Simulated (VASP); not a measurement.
# F (P6_3/mmc) in VASP: a series of runs, part 2 of 2

VASP 6.6.1. Earlier steps stand in the parts before.

## 4. Single point, PBE

This run uses another cell than the first one, of 10.66 Å³/atom.

Contents of INCAR:

```
SYSTEM = F
PREC     = Accurate       ! precision mode
ENCUT    = 520            ! plane-wave cutoff, eV
EDIFF    = 1E-6           ! SCF threshold, eV
ISMEAR   = -1             ! smearing method
SIGMA    = 0.08           ! smearing width, eV
LREAL    = .False.        ! projectors in reciprocal space
LASPH    = .True.         ! aspherical terms in the spheres
NELM     = 60             ! most SCF steps
ALGO     = Normal         ! electronic algorithm
ISIF     = 2              ! what is computed and relaxed
LWAVE    = .False.        ! write WAVECAR
LCHARG   = .True.         ! write CHGCAR
GGA      = PE             ! functional
LELF     = .True.         ! ELF
LVHAR    = .True.       
NBANDS   = 14             ! bands
```

Contents of KPOINTS:

```
regular mesh
0
Gamma
  19 19 10
  0 0 0
```

Contents of POSCAR:

```
F
1.0
    2.9034933393      0.0000000000      0.0000000000
   -1.4517466697      2.5144989916      0.0000000000
    0.0000000000      0.0000000000      2.9206669336
F
2
Direct
    0.3333333333      0.6666666667      0.2500000000
    0.6666666667      0.3333333333      0.7500000000
```

Potentials or basis: VASP PAW PBE potentials, release 64 (F).

Launch:

```
$ cat potpaw_PBE.64/F/POTCAR > POTCAR
$ mpirun -np 1 vasp_std > vasp.out
```

OUTCAR:

```text
SYSTEM = F
   PREC = Accurate
   ENCUT = 520
   EDIFF = 1E-6
   ISMEAR = -1
   LREAL = .False.
   LASPH = .True.
   NELM = 60
   ISIF = 2
   GGA = PE

 ion  position               nearest neighbor table
   1  0.333  0.667  0.250-
   2  0.667  0.333  0.750-

  LATTYP: Found a hexagonal cell.
 ALAT       =     2.9034933393
 C/A-ratio  =     1.0059148041

  Lattice vectors:

 A1 = (   2.9034933393,   0.0000000000,   0.0000000000)
 A2 = (  -1.4517466697,   2.5144989916,   0.0000000000)
 A3 = (   0.0000000000,   0.0000000000,   2.9206669336)

Analysis of symmetry for initial positions (statically):
=====================================================================
 Subroutine PRICEL returns:
 Original cell was already a primitive cell.

 Routine SETGRP: Setting up the symmetry group for a
 hexagonal supercell.

 Subroutine GETGRP returns: Found 24 space group operations
 (whereof 12 operations were pure point group operations)
 out of a pool of 24 trial point group operations.

The static configuration has the point symmetry D_3d.
 The point group associated with its full space group is D_6h.

Analysis of symmetry for dynamics (positions and initial velocities):
=====================================================================
 Subroutine PRICEL returns:
 Original cell was already a primitive cell.

 Routine SETGRP: Setting up the symmetry group for a
 hexagonal supercell.

 Subroutine GETGRP returns: Found 24 space group operations
 (whereof 12 operations were pure point group operations)
 out of a pool of 24 trial point group operations.

The dynamic configuration has the point symmetry D_3d.
 The point group associated with its full space group is D_6h.

 Subroutine INISYM returns: Found 24 space group operations
 (whereof 12 operations are pure point group operations),
 and found     1 'primitive' translations

----------------------------------------------------------------------------------------

                                     Primitive cell

  volume of cell :      21.3233

  direct lattice vectors                    reciprocal lattice vectors
     2.903493339  0.000000000  0.000000000     0.344412707  0.198846769  0.000000000
    -1.451746670  2.514498992  0.000000000     0.000000000  0.397693538  0.000000000
     0.000000000  0.000000000  2.920666934     0.000000000  0.000000000  0.342387551

  length of vectors
     2.903493339  2.903493339  2.920666934     0.397693538  0.397693538  0.342387551

  position of ions in fractional coordinates (direct lattice)
     0.333333333  0.666666667  0.250000000
     0.666666667  0.333333333  0.750000000

  ion indices of the primitive-cell ions
   primitive index   ion index
                 1           1
                 2           2

----------------------------------------------------------------------------------------

 KPOINTS: regular mesh

Automatic generation of k-mesh.
 Grid dimensions read from file:
 generate k-points for:   19   19   10

 Generating k-lattice:

  Cartesian coordinates                     Fractional coordinates (reciprocal lattice)
     0.018126985  0.010465619  0.000000000     0.052631579  0.000000000  0.000000000
[... 40 lines left out ...]
 [... further k-points ...]
   k-points           NKPTS =    240   k-points in BZ     NKDIM =    240   number of bands    NBANDS=     14
   number of dos      NEDOS =    301   number of ions     NIONS =      2
   total plane-waves  NPLWV =  13824
   dimension x,y,z NGX =    24 NGY =   24 NGZ =   24
   dimension x,y,z NGXF=    48 NGYF=   48 NGZF=   48
   ions per type =               2
   NGX,Y,Z   is equivalent  to a cutoff of  13.74, 13.74, 13.66 a.u.
   NGXF,Y,Z  is equivalent  to a cutoff of  27.48, 27.48, 27.32 a.u.
 SYSTEM =  F
   PREC   = accura    normal or accurate (medium, high low for compatibility)
   ISTART =      0    job   : 0-new  1-cont  2-samecut
   ICHARG =      2    charge: 1-file 2-atom 10-const
   ISPIN  =      1    spin polarized calculation?
   LNONCOLLINEAR =      F non collinear calculations
   LSORBIT =      F    spin-orbit coupling
   LASPH  =      T    aspherical Exc in radial PAW
   ENCUT  =  520.0 eV  38.22 Ry    6.18 a.u.   5.40  5.40  5.43*2*pi/ulx,y,z
   NELM   =     60;   NELMIN=  2; NELMDL= -5     # of ELM steps
   EDIFF  = 0.1E-05   stopping-criterion for ELM
   LREAL  =      F    real-space projection
   EDIFFG = 0.1E-04   stopping-criterion for IOM
   NSW    =      0    number of steps for IOM
   IBRION =     -1    ionic relax: 0-MD 1-quasi-New 2-CG
   NFREE  =      0    steps in history (QN), initial steepest desc. (CG)
   ISIF   =      2    stress and relaxation
   ISYM   =      2    0-nonsym 1-usesym 2-fastsym
   POTIM  = 0.5000    time-step for ionic-motion
   TEBEG  =    0.0;   TEEND  =   0.0 temperature during run
   PSTRESS=    0.0 pullay stress
   NELECT =      14.0000    total number of electrons
   NUPDOWN=      -1.0000    fix difference up-down
   EMIN   =  10.00;   EMAX   =-10.00  energy-range for DOS
   EFERMI =   0.00;   METHOD = LEGACY
   ISMEAR =    -1;   SIGMA  =   0.08  broadening in eV -4-tet -1-fermi 0-gaus
   EFERMI_NEDOS =   21; number of points for ismear=-14 and -15
   IALGO  =     38    algorithm
   IMIX   =      4    mixing-type and parameters
     AMIX     =   0.40;   BMIX     =  1.00
     AMIX_MAG =   1.60;   BMIX_MAG =  1.00
  volume/ion in A,a.u.               =      10.66        71.95
  Fermi-wavevector in a.u.,A,eV,Ry     =   1.422873  2.688840 27.545905  2.024567
  Thomas-Fermi vector in A             =   2.543530
   LORBIT       =      0    0 simple, 1 ext, 2 COOP (PROOUT), +10 PAW based schemes
   GGA     = PE    functional components
   LHFCALC =     F    Hartree Fock is set to
   AEXX    =    0.0000 exact exchange contribution
   IVDW    =     0    specifies the selected vdW correction
   LEPSILON=     F    determine dielectric tensor
   LRPA    =     F    only Hartree local field effects (RPA)
 non-spin polarized calculation
  energy-cutoff  :      520.00
  volume of cell :       21.32
 maximum number of plane-waves:       588
 NGX is ok and might be reduce to    24
   NGX = 11   NGY = 11   NGZ = 11

 number of electron      13.9999984 magnetization

 Free energy of the ion-electron system (eV)
  ---------------------------------------------------
  ext. energy  EPLUGINS =         0.00000000
  ---------------------------------------------------
  free energy    TOTEN  =        -1.96427623 eV

  energy without entropy =       -1.87617020  energy(sigma->0) =       -1.92022322

 E-fermi :  -3.4584     XC(G=0):  -9.8836

 val. band max:       -3.4596316272   @ k =   0.1579   0.1579   0.1000
 cond. band min:      -3.4497917790   @ k =   0.1053   0.0526   0.3000
 fundamental gap:      0.0098398483
 Fermi energy:        -3.4584172273

 k-point     1 :       0.0000    0.0000    0.0000
  band No.  band energies     occupation
      1     -25.5840      2.00000
      2     -22.6211      2.00000
      3      -6.5782      2.00000
      4      -5.3792      2.00000
      5      -5.3792      2.00000
      6      -3.6496      1.83203
      7      -3.6496      1.83203
      8      -3.0157      0.00787
      9       9.0238      0.00000
     10      16.3349      0.00000
     11      22.9123      0.00000
     12      22.9123      0.00000
     13      25.1505      0.00000
     14      26.3509      0.00000
[... 377 lines left out ...]
      1     -24.6909      2.00000
      2     -23.2915      2.00000
      3      -6.6120      2.00000
      4      -5.8685      2.00000
      5      -5.6250      2.00000
      6      -4.4783      1.99999
      7      -3.9615      1.99629
      8      -3.2978      0.23679
      9      12.2981      0.00000
     10      16.7926      0.00000
     11      17.9897      0.00000
     12      23.1787      0.00000
     13      24.6981      0.00000
     14      26.8328      0.00000

 [... further k-points ...]

------------------------ aborting loop because EDIFF is reached ----------------------------------------

  FORCE on cell =-STRESS in cart. coord.  units (eV):
  Direction    XX          YY          ZZ          XY          YZ          ZX
  --------------------------------------------------------------------------------------
  -------------------------------------------------------------------------------------
  Total       -0.0912597     -0.0912597     -0.1000117      0.0000000     -0.0000000      0.0000000
  in kB       -6.8570176     -6.8570176     -7.5146175      0.0000000     -0.0000000      0.0000000
  external PRESSURE =      -7.0762176 kB  Pullay stress =       0.0000000 kB

 VOLUME and BASIS-vectors are now :
 -----------------------------------------------------------------------------
  energy-cutoff  :      520.00
  volume of cell :       21.32
      direct lattice vectors                 reciprocal lattice vectors
     2.903493339  0.000000000  0.000000000     0.344412707  0.198846769  0.000000000
    -1.451746670  2.514498992  0.000000000     0.000000000  0.397693538  0.000000000
     0.000000000  0.000000000  2.920666934     0.000000000  0.000000000  0.342387551

 POSITION                                       TOTAL-FORCE (eV/Angst)
 -----------------------------------------------------------------------------------
     -0.00000      1.67633      0.73017        -0.000000     -0.000000      0.000000
      1.45175      0.83817      2.19050         0.000000      0.000000      0.000000
 -----------------------------------------------------------------------------------
    total drift:                                0.000000     -0.000000      0.000000

  FREE ENERGIE OF THE ION-ELECTRON SYSTEM (eV)
  ---------------------------------------------------
  free  energy   TOTEN  =        -1.9642762318 eV

  energy  without entropy=       -1.8761701993  energy(sigma->0) =       -1.92022322
```

Wall time 59 s (1 thread of Intel Xeon 8259CL, shared host); peak memory 0.17 GiB.

Results:

```
Free energy            : -1.9643 eV
Pressure               : -0.7 GPa
Band gap on the k mesh : zero (bands 7 and 8 overlap by 1.51 eV)
```

Caveat: the atoms stand far beyond bonding distance, and open shells without spin polarisation read as a metal.

## 5. Single point, PBE

This run uses another cell than the first one, of 10.66 Å³/atom.

Contents of INCAR:

```
ALGO     = Normal         # electronic algorithm
EDIFF    = 1E-7           # SCF threshold, eV
ENCUT    = 520            # plane-wave cutoff, eV
GGA      = PE             # functional
ISIF     = 2              # what is computed and relaxed
ISMEAR   = -1             # smearing method
LASPH    = True           # aspherical terms in the spheres
LCHARG   = True           # write CHGCAR
LELF     = True           # ELF
LREAL    = False          # projectors in reciprocal space
LVHAR    = True         
LWAVE    = False          # write WAVECAR
NBANDS   = 14             # bands
NELM     = 60             # most SCF steps
PREC     = Accurate       # precision mode
SIGMA    = 0.08           # smearing width, eV
```

Contents of KPOINTS:

```
k-points
0
Gamma
  19 19 10
```

POSCAR is that of step 4.

Launch:

```
$ cat potpaw_PBE.64/F/POTCAR > POTCAR
$ mpirun -np 1 vasp_std > vasp.out
```

Run time: 55 s. Hardware: 1 thread of Intel Xeon 8259CL, shared host; peak memory 0.17 GiB.

Results (log left out):

```
Free energy            : -1.9643 eV
Pressure               : -0.7 GPa
Band gap on the k mesh : zero (bands 7 and 8 overlap by 1.51 eV)
```

Levels at points of the mesh, in eV from the Fermi level:
| k point | band 4 | band 5 | band 6 | band 7 | band 8 | band 9 | band 10 | band 11 |
| --- | --- | --- | --- | --- | --- | --- | --- | --- |
| (0.00, 0.00, 0.00) | -1.92 | -1.92 | -0.19 | -0.19 | 0.44 | 12.48 | 19.79 | 26.37 |
| (0.00, 0.00, 0.50) | -1.99 | -1.01 | -1.01 | -1.01 | -1.01 | 16.76 | 16.76 | 27.07 |

Caveat: the atoms stand far beyond bonding distance, and open shells without spin polarisation read as a metal.

## 6. Summary

| cell | gap on the mesh (eV) | pressure (GPa) |
| --- | --- | --- |
| a = 2.864, b = 2.864, c = 2.881 Å, angles 90.0, 90.0, 120.0°, 2 atoms | none | 1.8 |
| a = 2.884, b = 2.884, c = 2.901 Å, angles 90.0, 90.0, 120.0°, 2 atoms | none | 0.5 |
| a = 2.903, b = 2.903, c = 2.921 Å, angles 90.0, 90.0, 120.0°, 2 atoms | none | -0.7 |

Alike in all rows: task single point; level PBE; potentials or basis VASP PAW PBE potentials, release 64 (F); no spin polarisation; k mesh 19 × 19 × 10; cutoff (eV) 520; smearing fermi-dirac 0.08 eV.

Caveats: the atoms stand far beyond bonding distance, and open shells without spin polarisation read as a metal.

Total energies depend on the potentials used, so only differences within one code and one set of settings carry meaning.
